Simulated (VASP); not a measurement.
The system is C.

```
CELL_PARAMETERS angstrom
0.00000 1.78337 1.78337
1.78337 0.00000 1.78337
1.78337 1.78337 0.00000
ATOMIC_POSITIONS crystal
C 0.75000 0.75000 0.75000
C 0.50000 0.50000 0.50000
```

- Program: VASP 6.6.1
- Task: relaxation of cell and atoms
- Functional: RPBE
- Potentials or basis: VASP PAW PBE potentials, release 64 (C)
- Cutoff: 600 eV
- k mesh: 13 × 13 × 13
- Occupations: fermi-dirac, width 0.05 eV
- Spin: no spin polarisation

At the start: pressure 7.7 GPa; volume 5.67 Å³/atom.

Problem. How do energy, volume and symmetry change on relaxing?

Solution. Over 3 steps the energy falls by 2.4 meV/atom and the volume is 5.77 Å³/atom (+1.8 %); space group Fd-3m (No. 227, to 0.05 Å).

Step by step:
| step | energy change (eV) | largest force (eV/Å) | pressure (GPa) | volume (Å³) |
| --- | --- | --- | --- | --- |
| 1 | 0.0000 | 0.0000 | 7.74 | 11.34 |
| 2 | 0.0020 | 0.0000 | -8.63 | 11.80 |
| 3 | -0.0049 | 0.0000 | -0.02 | 11.55 |

Final structure:
```yaml
crystal:
  lattice:
    - [0.00000, 1.79408, 1.79408]
    - [1.79408, 0.00000, 1.79408]
    - [1.79408, 1.79408, 0.00000]
  atoms:
    - { symbol: C, position: [0.75000, 0.75000, 0.75000] }
    - { symbol: C, position: [0.50000, 0.50000, 0.50000] }
```

The cell as given is a measured one (5.67 Å³/atom); RPBE puts the equilibrium volume +1.8 % from it, thermal expansion not counted.

Caveat: the PAW data sets were made with another functional, which shifts forces and pressure a little.
